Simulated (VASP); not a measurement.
# B2TeC (P4/mmm) in VASP: density of states with PBE

Aim: the density of states of B2TeC with PBE.

Everything below comes from runs of VASP 6.6.1. Logs are shortened: lines on timing, memory, paths and dates and some standing lists are left out, and cuts for length are marked.

## Step 1: The cell of the first run

It takes space group P4/mmm (No. 123, tetragonal). The conventional cell has a = 4.576 Å, b = 4.576 Å, c = 4.230 Å, α = 90.00°, β = 90.00°, γ = 90.00°. B (site symmetry mmm) has 2 Te at 2.29 Å within 3.0 Å. Within 2.8 Å of Te (site symmetry 4/mmm) lie 2 C at 2.12 Å and 4 B at 2.29 Å. Within 2.8 Å of C (site symmetry 4/mmm) lie 2 Te at 2.12 Å.

## Step 2: Density of states, PBE

Contents of POSCAR:

```
B2TeC
1.0
    4.5757926361      0.0000000000      0.0000000000
    0.0000000000      4.5757926361      0.0000000000
    0.0000000000      0.0000000000      4.2300532551
B Te C
2 1 1
Direct
    0.0000000000      0.5000000000      0.5000000000
    0.5000000000      0.0000000000      0.5000000000
    0.0000000000      0.0000000000      0.5000000000
    0.0000000000      0.0000000000      0.0000000000
```

Contents of INCAR.step1:

```
SYSTEM = B2TeC
PREC = Accurate
ENCUT = 520
EDIFF = 1E-7
ISMEAR = 0
SIGMA = 0.1
LREAL = .FALSE.
LASPH = .TRUE.
NELM = 100
ALGO = Normal
ISIF = 2
LWAVE = .FALSE.
LCHARG = .TRUE.
GGA = PE
NBANDS = 16
```

Contents of KPOINTS.step1:

```
regular mesh
0
G
  10 10 12
  0 0 0
```

Contents of INCAR.step2:

```
SYSTEM = B2TeC
PREC = Accurate
ENCUT = 520
EDIFF = 1E-7
ISMEAR = -5
SIGMA = 0.1
LREAL = .FALSE.
LASPH = .TRUE.
NELM = 100
ALGO = Normal
ISIF = 2
LWAVE = .FALSE.
LCHARG = .FALSE.
GGA = PE
LORBIT = 11
NBANDS = 16
NEDOS = 1001
ICHARG = 11
```

Contents of KPOINTS.step2:

```
regular mesh
0
G
  15 15 18
  0 0 0
```

Potentials or basis: VASP PAW PBE potentials, release 64 (B, Te, C).

The run is started by

```bash
cat potpaw_PBE.64/B/POTCAR potpaw_PBE.64/Te/POTCAR potpaw_PBE.64/C/POTCAR > POTCAR
cp INCAR.step1 INCAR
cp KPOINTS.step1 KPOINTS
mpirun -np 1 vasp_std > vasp.out
cp INCAR.step2 INCAR
cp KPOINTS.step2 KPOINTS
mpirun -np 1 vasp_std > vasp.out
```

OUTCAR:

```text
SYSTEM = B2TeC
   PREC = Accurate
   ENCUT = 520
   EDIFF = 1E-7
   ISMEAR = -5
   LREAL = .FALSE.
   LASPH = .TRUE.
   NELM = 100
   ISIF = 2
   GGA = PE
   LORBIT = 11
   ICHARG = 11

 ion  position               nearest neighbor table
   1  0.000  0.500  0.500-   3 2.29   3 2.29
   2  0.500  0.000  0.500-   3 2.29   3 2.29
   3  0.000  0.000  0.500-   4 2.12   4 2.12   1 2.29   2 2.29   1 2.29   2 2.29
   4  0.000  0.000  0.000-   3 2.12   3 2.12

  LATTYP: Found a simple tetragonal cell.
 ALAT       =     4.5757926361
 C/A-ratio  =     0.9244416414

  Lattice vectors:

 A1 = (   4.5757926361,   0.0000000000,   0.0000000000)
 A2 = (   0.0000000000,   4.5757926361,   0.0000000000)
 A3 = (   0.0000000000,   0.0000000000,   4.2300532551)

Analysis of symmetry for initial positions (statically):
=====================================================================
 Subroutine PRICEL returns:
 Original cell was already a primitive cell.

 Routine SETGRP: Setting up the symmetry group for a
 simple tetragonal supercell.

 Subroutine GETGRP returns: Found 16 space group operations
 (whereof 16 operations were pure point group operations)
 out of a pool of 16 trial point group operations.

The static configuration has the point symmetry D_4h.

Analysis of symmetry for dynamics (positions and initial velocities):
=====================================================================
 Subroutine PRICEL returns:
 Original cell was already a primitive cell.

 Routine SETGRP: Setting up the symmetry group for a
 simple tetragonal supercell.

 Subroutine GETGRP returns: Found 16 space group operations
 (whereof 16 operations were pure point group operations)
 out of a pool of 16 trial point group operations.

The dynamic configuration has the point symmetry D_4h.

 Subroutine INISYM returns: Found 16 space group operations
 (whereof 16 operations are pure point group operations),
 and found     1 'primitive' translations

----------------------------------------------------------------------------------------

                                     Primitive cell

  volume of cell :      88.5683

  direct lattice vectors                    reciprocal lattice vectors
     4.575792636  0.000000000  0.000000000     0.218541372  0.000000000  0.000000000
     0.000000000  4.575792636  0.000000000     0.000000000  0.218541372  0.000000000
     0.000000000  0.000000000  4.230053255     0.000000000  0.000000000  0.236403643

  length of vectors
     4.575792636  4.575792636  4.230053255     0.218541372  0.218541372  0.236403643

  position of ions in fractional coordinates (direct lattice)
     0.000000000  0.500000000  0.500000000
     0.500000000  0.000000000  0.500000000
     0.000000000  0.000000000  0.500000000
     0.000000000  0.000000000  0.000000000

  ion indices of the primitive-cell ions
   primitive index   ion index
                 1           1
                 2           2
                 3           3
                 4           4

----------------------------------------------------------------------------------------

 KPOINTS: regular mesh

Automatic generation of k-mesh.
 Grid dimensions read from file:
 generate k-points for:   15   15   18

 Generating k-lattice:

  Cartesian coordinates                     Fractional coordinates (reciprocal lattice)
     0.014569425  0.000000000  0.000000000     0.066666667  0.000000000  0.000000000
     0.000000000  0.014569425  0.000000000     0.000000000  0.066666667  0.000000000
     0.000000000  0.000000000  0.013133536     0.000000000  0.000000000  0.055555556

  Length of vectors
     0.014569425  0.014569425  0.013133536

  Shift w.r.t. Gamma in fractional coordinates (k-lattice)
     0.000000000  0.000000000  0.000000000

 TETIRR: Found   6057 inequivalent tetrahedra from    24300

 Subroutine IBZKPT returns following result:
 ===========================================

 Found    360 irreducible k-points:

 Following reciprocal coordinates:
            Coordinates               Weight
  0.000000  0.000000  0.000000      1.000000
  0.066667  0.000000  0.000000      4.000000
  0.133333  0.000000  0.000000      4.000000
  0.200000  0.000000  0.000000      4.000000
  0.266667  0.000000  0.000000      4.000000
  0.333333  0.000000  0.000000      4.000000
[... 16 lines left out ...]
  0.266667  0.200000  0.000000      8.000000
  0.333333  0.200000  0.000000      8.000000
 [... further k-points ...]
   k-points           NKPTS =    360   k-points in BZ     NKDIM =    360   number of bands    NBANDS=     16
   number of dos      NEDOS =   1001   number of ions     NIONS =      4
   total plane-waves  NPLWV =  41472
   dimension x,y,z NGX =    36 NGY =   36 NGZ =   32
   dimension x,y,z NGXF=    72 NGYF=   72 NGZF=   64
   ions per type =               2   1   1
   NGX,Y,Z   is equivalent  to a cutoff of  13.08, 13.08, 12.58 a.u.
   NGXF,Y,Z  is equivalent  to a cutoff of  26.16, 26.16, 25.15 a.u.
 SYSTEM =  B2TeC
   PREC   = accura    normal or accurate (medium, high low for compatibility)
   ISTART =      0    job   : 0-new  1-cont  2-samecut
   ICHARG =     11    charge: 1-file 2-atom 10-const
   ISPIN  =      1    spin polarized calculation?
   LNONCOLLINEAR =      F non collinear calculations
   LSORBIT =      F    spin-orbit coupling
   LASPH  =      T    aspherical Exc in radial PAW
   ENCUT  =  520.0 eV  38.22 Ry    6.18 a.u.   8.51  8.51  7.87*2*pi/ulx,y,z
   NELM   =    100;   NELMIN=  2; NELMDL=  0     # of ELM steps
   EDIFF  = 0.1E-06   stopping-criterion for ELM
   LREAL  =      F    real-space projection
   EDIFFG = 0.1E-05   stopping-criterion for IOM
   NSW    =      0    number of steps for IOM
   IBRION =     -1    ionic relax: 0-MD 1-quasi-New 2-CG
   NFREE  =      0    steps in history (QN), initial steepest desc. (CG)
   ISIF   =      2    stress and relaxation
   ISYM   =      2    0-nonsym 1-usesym 2-fastsym
   POTIM  = 0.5000    time-step for ionic-motion
   TEBEG  =    0.0;   TEEND  =   0.0 temperature during run
   PSTRESS=    0.0 pullay stress
   NELECT =      16.0000    total number of electrons
   NUPDOWN=      -1.0000    fix difference up-down
   EMIN   =  10.00;   EMAX   =-10.00  energy-range for DOS
   EFERMI =   0.00;   METHOD = LEGACY
   ISMEAR =    -5;   SIGMA  =   0.10  broadening in eV -4-tet -1-fermi 0-gaus
   EFERMI_NEDOS =   21; number of points for ismear=-14 and -15
   IALGO  =     38    algorithm
   IMIX   =      4    mixing-type and parameters
     AMIX     =   0.40;   BMIX     =  1.00
     AMIX_MAG =   1.60;   BMIX_MAG =  1.00
  volume/ion in A,a.u.               =      22.14       149.42
  Fermi-wavevector in a.u.,A,eV,Ry     =   0.925455  1.748856 11.652941  0.856467
  Thomas-Fermi vector in A             =   2.051311
   LORBIT       =     11    0 simple, 1 ext, 2 COOP (PROOUT), +10 PAW based schemes
   GGA     = PE    functional components
   LHFCALC =     F    Hartree Fock is set to
   AEXX    =    0.0000 exact exchange contribution
   IVDW    =     0    specifies the selected vdW correction
   LEPSILON=     F    determine dielectric tensor
   LRPA    =     F    only Hartree local field effects (RPA)
 non-spin polarized calculation
 Fermi weights with tetrahedron method with Bloechl corrections
  energy-cutoff  :      520.00
  volume of cell :       88.57
 maximum number of plane-waves:      2406
 NGX is ok and might be reduce to    36

 number of electron      16.0000001 magnetization

 Free energy of the ion-electron system (eV)
  ---------------------------------------------------
  ext. energy  EPLUGINS =         0.00000000
  ---------------------------------------------------
  free energy    TOTEN  =       -12.66591902 eV

  energy without entropy =      -12.66591902  energy(sigma->0) =      -12.66591902

 E-fermi :   2.2270     XC(G=0):  -8.1021

 val. band max:        2.2866136057   @ k =   0.4667   0.4667   0.5000
 cond. band min:       2.1979874120   @ k =   0.4667   0.3333   0.1667
 fundamental gap:     -0.0886261937
 Fermi energy:         2.2270203929

 k-point     1 :       0.0000    0.0000    0.0000
  band No.  band energies     occupation
      1     -12.5308      2.00000
      2      -4.7516      2.00000
      3      -4.2956      2.00000
      4      -3.7861      2.00000
      5      -3.7861      2.00000
      6      -2.3775      2.00000
[... 8 lines left out ...]
     15       9.4795      0.00000
     16      10.2907      0.00000

 k-point     2 :       0.0667    0.0000    0.0000
  band No.  band energies     occupation
      1     -12.5232      2.00000
      2      -4.7792      2.00000
      3      -4.2895      2.00000
      4      -3.9499      2.00000
      5      -3.7773      2.00000
      6      -2.2122      2.00000
[... 8 lines left out ...]
     15       9.5889      0.00000
     16      10.3045      0.00000

 k-point     3 :       0.1333    0.0000    0.0000
  band No.  band energies     occupation
      1     -12.5014      2.00000
      2      -4.8966      2.00000
      3      -4.2723      2.00000
      4      -4.2293      2.00000
      5      -3.7522      2.00000
      6      -1.9060      2.00000
[... 8 lines left out ...]
     15       9.8940      0.00000
     16      10.3432      0.00000
[... 362 lines left out ...]
 k-point    23 :       0.2667    0.2000    0.0000
  band No.  band energies     occupation
      1     -12.3681      2.00000
      2      -5.4212      2.00000
      3      -5.0073      2.00000
      4      -4.1679      2.00000
      5      -4.0222      2.00000
      6      -0.1924      2.00000
[... 8 lines left out ...]
     15      10.2763      0.00000
     16      10.7096      0.00000

 k-point    24 :       0.3333    0.2000    0.0000
  band No.  band energies     occupation
      1     -12.3301      2.00000
      2      -5.6969      2.00000
      3      -4.9942      2.00000
      4      -4.1387      2.00000
      5      -4.0148      2.00000
      6       0.0369      2.00000
[... 8 lines left out ...]
     15      10.5027      0.00000
     16      10.8298      0.00000

 [... further k-points ...]

------------------------ aborting loop because EDIFF is reached ----------------------------------------

  FORCE on cell =-STRESS in cart. coord.  units (eV):
  Direction    XX          YY          ZZ          XY          YZ          ZX
  --------------------------------------------------------------------------------------
  -------------------------------------------------------------------------------------
  Total        0.0974653      0.0974653      0.0990781      0.0000000     -0.0000000     -0.0000000
  in kB        1.7631208      1.7631208      1.7922968      0.0000000     -0.0000000     -0.0000000
  external PRESSURE =       1.7728461 kB  Pullay stress =       0.0000000 kB

 VOLUME and BASIS-vectors are now :
 -----------------------------------------------------------------------------
  energy-cutoff  :      520.00
  volume of cell :       88.57
      direct lattice vectors                 reciprocal lattice vectors
     4.575792636  0.000000000  0.000000000     0.218541372  0.000000000  0.000000000
     0.000000000  4.575792636  0.000000000     0.000000000  0.218541372  0.000000000
     0.000000000  0.000000000  4.230053255     0.000000000  0.000000000  0.236403643

 POSITION                                       TOTAL-FORCE (eV/Angst)
 -----------------------------------------------------------------------------------
      0.00000      2.28790      2.11503         0.000000      0.000000      0.000000
      2.28790      0.00000      2.11503         0.000000      0.000000      0.000000
      0.00000      0.00000      2.11503         0.000000      0.000000      0.000000
      0.00000      0.00000      0.00000         0.000000      0.000000      0.000000
 -----------------------------------------------------------------------------------
    total drift:                                0.000000     -0.000000      0.000000

  FREE ENERGIE OF THE ION-ELECTRON SYSTEM (eV)
  ---------------------------------------------------
  free  energy   TOTEN  =       -12.6659190158 eV

  energy  without entropy=      -12.6659190158  energy(sigma->0) =      -12.66591902

 total charge

# of ion       s       p       d       tot
------------------------------------------
    1        0.849   0.677   0.000   1.526
    2        0.849   0.677   0.000   1.526
    3        1.327   1.731   0.351   3.409
    4        0.956   1.269   0.000   2.225
--------------------------------------------------
tot          3.980   4.353   0.351   8.685
```

It took 5.2 min on 1 thread of Intel Xeon Platinum 8259CL at 2.50GHz (Skylake/Cascade Lake), shared host; peak memory 0.59 GiB.

What came out:

| Quantity | Value |
| --- | --- |
| Valence electrons inside the program's atomic spheres | B 1.53; Te 3.41; C 2.23 |

Levels at points of the mesh, in eV from the Fermi level:
| k point | band 5 | band 6 | band 7 | band 8 | band 9 | band 10 | band 11 | band 12 |
| --- | --- | --- | --- | --- | --- | --- | --- | --- |
| (0.00, 0.00, 0.00) | -6.01 | -4.60 | -2.22 | 0.82 | 0.82 | 1.54 | 1.72 | 1.72 |
| (0.00, 0.00, 0.50) | -4.40 | -3.56 | -0.57 | -0.57 | -0.18 | 1.07 | 1.83 | 1.83 |

Caveat: spin-orbit coupling is left out, which moves the levels of the heavy elements; tetrahedron occupations give inexact forces and stress in metals.
